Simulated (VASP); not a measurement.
# RbBr (I4/mmm) in VASP: settings compared

The runs below take RbBr through single point, with PBE, r2SCAN.

All numbers are computed with VASP 6.6.1; they aren't measurements. Logs are shortened: lines on timing, memory, paths and dates and some standing lists are left out, and cuts for length are marked.

### Step 1. The cell of the first run

Symmetry: I4/mmm, No. 139, tetragonal system. Conventional cell: a = 4.635 Å, b = 4.635 Å, c = 6.922 Å, α = 90.00°, β = 90.00°, γ = 90.00°. Rb (site symmetry 4/mmm) has 6 Br at 3.28 to 3.46 Å within 4.3 Å. Br (site symmetry 4/mmm) has 6 Rb at 3.28 to 3.46 Å within 4.3 Å.

### Step 2. Single point, PBE (biaxial xy strain -5.3%)

Input file INCAR:

```
SYSTEM = RbBr
PREC = Accurate
ENCUT = 520
EDIFF = 1E-6
ISMEAR = 0
SIGMA = 0.01
LREAL = .False.
LASPH = .True.
NELM = 60
ALGO = Normal
ISIF = 2
LWAVE = .False.
LCHARG = .False.
GGA = PE
NBANDS = 15
```

Input file KPOINTS:

```
regular mesh
0
Gamma
  4 4 4
  0 0 0
```

Input file POSCAR:

```
RbBr
1.0
    0.0000000000      3.2777540321      3.4608320474
    3.2777540321      0.0000000000      3.4608320474
    3.2777540321      3.2777540321      0.0000000000
Rb Br
1 1
Direct
    0.0000000000      0.0000000000      0.0000000000
    0.5000000000      0.5000000000      0.5000000000
```

Potentials or basis: VASP PAW PBE potentials, release 64 (Rb_sv, Br).

Started as:

```sh
$ cat potpaw_PBE.64/Rb_sv/POTCAR potpaw_PBE.64/Br/POTCAR > POTCAR
$ mpirun -np 1 vasp_std > vasp.out
```

OUTCAR:

```text
SYSTEM = RbBr
   PREC = Accurate
   ENCUT = 520
   EDIFF = 1E-6
   ISMEAR = 0
   LREAL = .False.
   LASPH = .True.
   NELM = 60
   ISIF = 2
   GGA = PE

 ion  position               nearest neighbor table
   1  0.000  0.000  0.000-   2 3.28   2 3.28   2 3.28   2 3.28   2 3.46   2 3.46
   2  0.500  0.500  0.500-   1 3.28   1 3.28   1 3.28   1 3.28   1 3.46   1 3.46

  LATTYP: Found a body centered tetragonal cell.
 ALAT       =     4.6354442063
 C/A-ratio  =     1.4932040570

  Lattice vectors:

 A1 = (  -3.2777540321,   0.0000000000,   3.4608320474)
 A2 = (   3.2777540321,   0.0000000000,   3.4608320474)
 A3 = (   0.0000000000,   3.2777540321,  -3.4608320474)

Analysis of symmetry for initial positions (statically):
=====================================================================
 Subroutine PRICEL returns:
 Original cell was already a primitive cell.

 Routine SETGRP: Setting up the symmetry group for a
 body centered tetragonal supercell.

 Subroutine GETGRP returns: Found 16 space group operations
 (whereof 16 operations were pure point group operations)
 out of a pool of 16 trial point group operations.

The static configuration has the point symmetry D_4h.

Analysis of symmetry for dynamics (positions and initial velocities):
=====================================================================
 Subroutine PRICEL returns:
 Original cell was already a primitive cell.

 Routine SETGRP: Setting up the symmetry group for a
 body centered tetragonal supercell.

 Subroutine GETGRP returns: Found 16 space group operations
 (whereof 16 operations were pure point group operations)
 out of a pool of 16 trial point group operations.

The dynamic configuration has the point symmetry D_4h.

 Subroutine INISYM returns: Found 16 space group operations
 (whereof 16 operations are pure point group operations),
 and found     1 'primitive' translations

----------------------------------------------------------------------------------------

                                     Primitive cell

  volume of cell :      74.3641

  direct lattice vectors                    reciprocal lattice vectors
     0.000000000  3.277754032  3.460832047    -0.152543478  0.152543478  0.144473928
     3.277754032  0.000000000  3.460832047     0.152543478 -0.152543478  0.144473928
     3.277754032  3.277754032  0.000000000     0.152543478  0.152543478 -0.144473928

  length of vectors
     4.766658154  4.766658154  4.635444206     0.259637711  0.259637711  0.259637711

  position of ions in fractional coordinates (direct lattice)
     0.000000000  0.000000000  0.000000000
     0.500000000  0.500000000  0.500000000

  ion indices of the primitive-cell ions
   primitive index   ion index
                 1           1
                 2           2

----------------------------------------------------------------------------------------

 KPOINTS: regular mesh

Automatic generation of k-mesh.
 Grid dimensions read from file:
 generate k-points for:    4    4    4

 Generating k-lattice:

  Cartesian coordinates                     Fractional coordinates (reciprocal lattice)
    -0.038135869  0.038135869  0.036118482     0.250000000  0.000000000  0.000000000
     0.038135869 -0.038135869  0.036118482     0.000000000  0.250000000  0.000000000
     0.038135869  0.038135869 -0.036118482     0.000000000  0.000000000  0.250000000

  Length of vectors
     0.064909428  0.064909428  0.064909428

  Shift w.r.t. Gamma in fractional coordinates (k-lattice)
     0.000000000  0.000000000  0.000000000

 Subroutine IBZKPT returns following result:
 ===========================================

 Found     13 irreducible k-points:

 Following reciprocal coordinates:
            Coordinates               Weight
  0.000000  0.000000  0.000000      1.000000
  0.250000  0.000000  0.000000      8.000000
  0.500000  0.000000  0.000000      4.000000
  0.250000  0.250000  0.000000      2.000000
  0.500000  0.250000  0.000000      8.000000
 -0.250000  0.250000  0.000000      4.000000
  0.500000  0.500000  0.000000      1.000000
  0.250000  0.000000  0.250000      4.000000
  0.500000  0.000000  0.250000     16.000000
 -0.250000  0.000000  0.250000      8.000000
 -0.250000  0.500000  0.250000      4.000000
  0.500000  0.000000  0.500000      2.000000
 -0.250000  0.250000  0.500000      2.000000
   k-points           NKPTS =     13   k-points in BZ     NKDIM =     13   number of bands    NBANDS=     15
   number of dos      NEDOS =    301   number of ions     NIONS =      2
   total plane-waves  NPLWV =  46656
   dimension x,y,z NGX =    36 NGY =   36 NGZ =   36
   dimension x,y,z NGXF=    72 NGYF=   72 NGZF=   72
   ions per type =               1   1
   NGX,Y,Z   is equivalent  to a cutoff of  12.56, 12.56, 12.91 a.u.
   NGXF,Y,Z  is equivalent  to a cutoff of  25.11, 25.11, 25.82 a.u.
 SYSTEM =  RbBr
   PREC   = accura    normal or accurate (medium, high low for compatibility)
   ISTART =      0    job   : 0-new  1-cont  2-samecut
   ICHARG =      2    charge: 1-file 2-atom 10-const
   ISPIN  =      1    spin polarized calculation?
   LNONCOLLINEAR =      F non collinear calculations
   LSORBIT =      F    spin-orbit coupling
   LASPH  =      T    aspherical Exc in radial PAW
   ENCUT  =  520.0 eV  38.22 Ry    6.18 a.u.   8.86  8.86  8.62*2*pi/ulx,y,z
   NELM   =     60;   NELMIN=  2; NELMDL= -5     # of ELM steps
   EDIFF  = 0.1E-05   stopping-criterion for ELM
   LREAL  =      F    real-space projection
   EDIFFG = 0.1E-04   stopping-criterion for IOM
   NSW    =      0    number of steps for IOM
   IBRION =     -1    ionic relax: 0-MD 1-quasi-New 2-CG
   NFREE  =      0    steps in history (QN), initial steepest desc. (CG)
   ISIF   =      2    stress and relaxation
   ISYM   =      2    0-nonsym 1-usesym 2-fastsym
   POTIM  = 0.5000    time-step for ionic-motion
   TEBEG  =    0.0;   TEEND  =   0.0 temperature during run
   PSTRESS=    0.0 pullay stress
   NELECT =      16.0000    total number of electrons
   NUPDOWN=      -1.0000    fix difference up-down
   EMIN   =  10.00;   EMAX   =-10.00  energy-range for DOS
   EFERMI =   0.00;   METHOD = LEGACY
   ISMEAR =     0;   SIGMA  =   0.01  broadening in eV -4-tet -1-fermi 0-gaus
   EFERMI_NEDOS =   21; number of points for ismear=-14 and -15
   IALGO  =     38    algorithm
   IMIX   =      4    mixing-type and parameters
     AMIX     =   0.40;   BMIX     =  1.00
     AMIX_MAG =   1.60;   BMIX_MAG =  1.00
  volume/ion in A,a.u.               =      37.18       250.92
  Fermi-wavevector in a.u.,A,eV,Ry     =   0.980981  1.853785 13.093198  0.962323
  Thomas-Fermi vector in A             =   2.111952
   LORBIT       =      0    0 simple, 1 ext, 2 COOP (PROOUT), +10 PAW based schemes
   GGA     = PE    functional components
   LHFCALC =     F    Hartree Fock is set to
   AEXX    =    0.0000 exact exchange contribution
   IVDW    =     0    specifies the selected vdW correction
   LEPSILON=     F    determine dielectric tensor
   LRPA    =     F    only Hartree local field effects (RPA)
 non-spin polarized calculation
 Gauss-broadening in eV      SIGMA  =   0.01
  energy-cutoff  :      520.00
  volume of cell :       74.36
 maximum number of plane-waves:      2044
   NGX = 17   NGY = 17   NGZ = 17

 number of electron      15.9999999 magnetization

 Free energy of the ion-electron system (eV)
  ---------------------------------------------------
  ext. energy  EPLUGINS =         0.00000000
  ---------------------------------------------------
  free energy    TOTEN  =        -6.00762123 eV

  energy without entropy =       -6.00762123  energy(sigma->0) =       -6.00762123

 E-fermi :  -1.2847     XC(G=0):  -7.5488

 val. band max:       -1.3971018610   @ k =   0.0000   0.0000   0.0000
 cond. band min:       3.1300422184   @ k =   0.0000   0.0000   0.0000
 fundamental gap:      4.5271440795
 Fermi energy:        -1.2846652039

 k-point     1 :       0.0000    0.0000    0.0000
  band No.  band energies     occupation
      1     -25.6849      2.00000
      2     -13.7007      2.00000
      3      -9.7776      2.00000
      4      -9.7776      2.00000
      5      -9.7619      2.00000
      6      -1.4835      2.00000
      7      -1.3971      2.00000
      8      -1.3971      2.00000
      9       3.1300      0.00000
     10       5.6310      0.00000
     11       5.9810      0.00000
     12       5.9810      0.00000
     13       6.6871      0.00000
     14       6.9481      0.00000
     15       9.7536      0.00000

 k-point     2 :       0.2500    0.0000    0.0000
  band No.  band energies     occupation
      1     -25.6774      2.00000
      2     -13.7377      2.00000
      3      -9.7784      2.00000
      4      -9.7729      2.00000
      5      -9.7270      2.00000
      6      -2.0746      2.00000
      7      -1.6729      2.00000
      8      -1.6472      2.00000
      9       4.4728      0.00000
     10       5.7833      0.00000
     11       6.5589      0.00000
     12       6.7351      0.00000
     13       7.6595      0.00000
     14       7.9897      0.00000
     15      11.3468      0.00000

 k-point     3 :       0.5000    0.0000    0.0000
  band No.  band energies     occupation
      1     -25.6700      2.00000
      2     -13.7740      2.00000
      3      -9.7931      2.00000
      4      -9.7681      2.00000
      5      -9.6779      2.00000
      6      -2.5696      2.00000
      7      -1.8732      2.00000
      8      -1.8675      2.00000
      9       5.5775      0.00000
     10       6.5439      0.00000
     11       8.2907      0.00000
     12       8.3216      0.00000
     13       8.8190      0.00000
     14       9.1935      0.00000
     15       9.7228      0.00000

 k-point     4 :       0.2500    0.2500    0.0000
  band No.  band energies     occupation
      1     -25.6767      2.00000
      2     -13.6944      2.00000
      3      -9.8184      2.00000
      4      -9.8184      2.00000
      5      -9.8006      2.00000
      6      -2.0871      2.00000
      7      -1.4823      2.00000
      8      -1.4823      2.00000
      9       4.6183      0.00000
     10       4.7102      0.00000
     11       7.3444      0.00000
     12       7.4408      0.00000
     13       7.4408      0.00000
     14       8.0427      0.00000
     15      10.7524      0.00000
[... 109 lines left out ...]
 k-point    11 :      -0.2500    0.5000    0.2500
  band No.  band energies     occupation
      1     -25.6664      2.00000
      2     -13.6883      2.00000
      3      -9.9471      2.00000
      4      -9.9248      2.00000
      5      -9.7188      2.00000
      6      -2.0465      2.00000
      7      -1.8725      2.00000
      8      -1.7456      2.00000
      9       5.7608      0.00000
     10       5.8375      0.00000
     11       7.0978      0.00000
     12       7.4717      0.00000
     13       9.5896      0.00000
     14      10.1070      0.00000
     15      10.3564      0.00000

 k-point    12 :       0.5000    0.0000    0.5000
  band No.  band energies     occupation
      1     -25.6646      2.00000
      2     -13.6356      2.00000
      3     -10.0342      2.00000
      4      -9.9047      2.00000
      5      -9.8488      2.00000
      6      -1.8634      2.00000
      7      -1.6451      2.00000
      8      -1.5735      2.00000
      9       4.0667      0.00000
     10       6.0204      0.00000
     11       7.9884      0.00000
     12       8.2381      0.00000
     13       8.3753      0.00000
     14       9.3437      0.00000
     15       9.9128      0.00000

 k-point    13 :      -0.2500    0.2500    0.5000
  band No.  band energies     occupation
      1     -25.6645      2.00000
      2     -13.6577      2.00000
      3      -9.9697      2.00000
      4      -9.9697      2.00000
      5      -9.7696      2.00000
      6      -1.9475      2.00000
      7      -1.7475      2.00000
      8      -1.7475      2.00000
      9       5.5782      0.00000
     10       5.5782      0.00000
     11       7.2816      0.00000
     12       7.6647      0.00000
     13       9.4823      0.00000
     14       9.6012      0.00000
     15       9.9442      0.00000

------------------------ aborting loop because EDIFF is reached ----------------------------------------

  FORCE on cell =-STRESS in cart. coord.  units (eV):
  Direction    XX          YY          ZZ          XY          YZ          ZX
  --------------------------------------------------------------------------------------
  -------------------------------------------------------------------------------------
  Total        1.6870064      1.6870064      0.5292884      0.0000000     -0.0000000      0.0000000
  in kB       36.3466236     36.3466236     11.4035400      0.0000000     -0.0000000      0.0000000
  external PRESSURE =      28.0322624 kB  Pullay stress =       0.0000000 kB

 VOLUME and BASIS-vectors are now :
 -----------------------------------------------------------------------------
  energy-cutoff  :      520.00
  volume of cell :       74.36
      direct lattice vectors                 reciprocal lattice vectors
     0.000000000  3.277754032  3.460832047    -0.152543478  0.152543478  0.144473928
     3.277754032  0.000000000  3.460832047     0.152543478 -0.152543478  0.144473928
     3.277754032  3.277754032  0.000000000     0.152543478  0.152543478 -0.144473928

 POSITION                                       TOTAL-FORCE (eV/Angst)
 -----------------------------------------------------------------------------------
      0.00000      0.00000      0.00000         0.000000      0.000000      0.000000
      3.27775      3.27775      3.46083        -0.000000     -0.000000      0.000000
 -----------------------------------------------------------------------------------
    total drift:                                0.000000      0.000000      0.000000

  FREE ENERGIE OF THE ION-ELECTRON SYSTEM (eV)
  ---------------------------------------------------
  free  energy   TOTEN  =        -6.0076212282 eV

  energy  without entropy=       -6.0076212282  energy(sigma->0) =       -6.00762123
```

Run time: 13 s. Hardware: 1 thread of Intel Xeon Platinum 8375C at 2.90GHz (Ice Lake), shared host; peak memory 0.2 GiB.

Results:

```
Free energy            : -6.0076 eV
Pressure               : 2.8 GPa
Band gap on the k mesh : 4.53 eV, direct
```

Caveat: the cell differs from its parent crystal (biaxial xy strain -5.3%).

### Step 3. Single point, PBE (biaxial xy strain -5.3%)

Input file INCAR:

```
PREC = Accurate
ENCUT = 520
EDIFF = 1E-6
ISMEAR = -1
SIGMA = 0.02
LREAL = False
LASPH = True
NELM = 60
ALGO = Normal
ISIF = 2
LWAVE = False
LCHARG = False
GGA = PE
NBANDS = 15
```

Input file KPOINTS:

```
regular mesh
0
Gamma
  6 6 6
```

POSCAR is that of step 2.

Potentials or basis: VASP PAW PBE potentials, release 64 (Rb_sv, Br).

Started as:

```sh
$ cat potpaw_PBE.64/Rb_sv/POTCAR potpaw_PBE.64/Br/POTCAR > POTCAR
$ mpirun -np 1 vasp_std > vasp.out
```

Run time: 27 s. Hardware: 1 thread of Intel Xeon Platinum 8375C at 2.90GHz (Ice Lake), shared host; peak memory 0.21 GiB.

The run converged. Its results:

- Free energy: -6.0080 eV
- Pressure: 2.8 GPa
- Band gap on the k mesh: 4.53 eV, direct

Stress tensor (GPa, compression positive):
```
3.63 0.00 0.00
0.00 3.63 0.00
0.00 0.00 1.14
```

Levels at points of the mesh, in eV from the valence-band top:
```csv
k point,band 5,band 6,band 7,band 8,band 9,band 10,band 11,band 12
"(0.00, 0.00, 0.00)",-8.36,-0.09,0.00,0.00,4.53,7.03,7.38,7.38
"(0.50, 0.00, 0.00)",-8.28,-1.17,-0.48,-0.47,6.97,7.94,9.69,9.72
"(0.50, 0.50, 0.00)",-8.46,-0.61,-0.14,-0.14,5.52,7.40,9.24,9.45
"(0.50, 0.00, 0.50)",-8.45,-0.47,-0.25,-0.18,5.46,7.42,9.39,9.64
```

Caveat: the cell differs from its parent crystal (biaxial xy strain -5.3%).

### Step 4. Single point, r2SCAN (biaxial xy strain -5.3%)

POSCAR is that of step 3.

Input file INCAR.step1:

```
PREC = Accurate ; ENCUT = 520
ISMEAR = 0 ; SIGMA = 0.01
LREAL = F ; LASPH = T
NELM = 100 ; NBANDS = 15
GGA = PE ; ALGO = Normal
EDIFF = 1E-4 ; LWAVE = T
LCHARG = F
```

Input file INCAR.step2:

```
PREC = Accurate ; ENCUT = 520
EDIFF = 1E-6 ; ISMEAR = 0
SIGMA = 0.01 ; LREAL = F
LASPH = T ; NELM = 100
ALGO = Normal ; ISIF = 2
LWAVE = F ; LCHARG = F
METAGGA = R2SCAN ; LMIXTAU = T
NBANDS = 15 ; ISTART = 1
```

KPOINTS is that of step 3.

Started as:

```sh
$ cat potpaw_PBE.64/Rb_sv/POTCAR potpaw_PBE.64/Br/POTCAR > POTCAR
$ cp INCAR.step1 INCAR
$ mpirun -np 1 vasp_std > vasp.out
$ cp INCAR.step2 INCAR
$ mpirun -np 1 vasp_std > vasp.out
```

It took 85 s on 1 thread of Intel Xeon Platinum 8375C at 2.90GHz (Ice Lake), shared host; peak memory 0.22 GiB.

The run converged. Its results:

| Quantity | Value |
| --- | --- |
| Free energy | -31.0813 eV |
| Pressure | 2.2 GPa |
| Band gap on the k mesh | 5.14 eV, direct |

Stress tensor (GPa, compression positive):
```
3.12 0.00 0.00
0.00 3.12 0.00
0.00 0.00 0.45
```

Levels at points of the mesh, in eV from the valence-band top:
```csv
k point,band 4,band 5,band 6,band 7,band 8,band 9,band 10,band 11,band 12,band 13
"(0.00, 0.00, 0.00)",-8.57,-8.56,-0.09,0.00,0.00,5.14,7.62,7.97,7.97,8.85
"(0.50, 0.00, 0.00)",-8.56,-8.46,-1.16,-0.47,-0.47,7.45,8.50,10.42,10.45,10.91
"(0.50, 0.50, 0.00)",-8.65,-8.65,-0.62,-0.14,-0.14,5.98,8.24,9.99,10.08,10.61
"(0.50, 0.00, 0.50)",-8.70,-8.65,-0.47,-0.26,-0.18,5.90,8.24,10.15,10.23,10.69
```

Caveat: the cell differs from its parent crystal (biaxial xy strain -5.3%); the PAW data sets were made with another functional, which shifts forces and pressure a little.

### Step 5. Overview

```csv
level,k mesh,smearing,gap on the mesh (eV),pressure (GPa)
PBE,4 × 4 × 4,gaussian 0.01 eV,4.53,2.8
PBE,6 × 6 × 6,fermi-dirac 0.02 eV,4.53,2.8
r2SCAN,6 × 6 × 6,gaussian 0.01 eV,5.14,2.2
```

Alike in all rows: task single point; potentials or basis VASP PAW PBE potentials, release 64 (Rb_sv, Br); no spin polarisation; cell as given; cutoff (eV) 520.

Caveats: the PAW data sets were made with another functional, which shifts forces and pressure a little (some runs).

Total energies depend on the potentials used, so only differences within one code and one set of settings carry meaning.
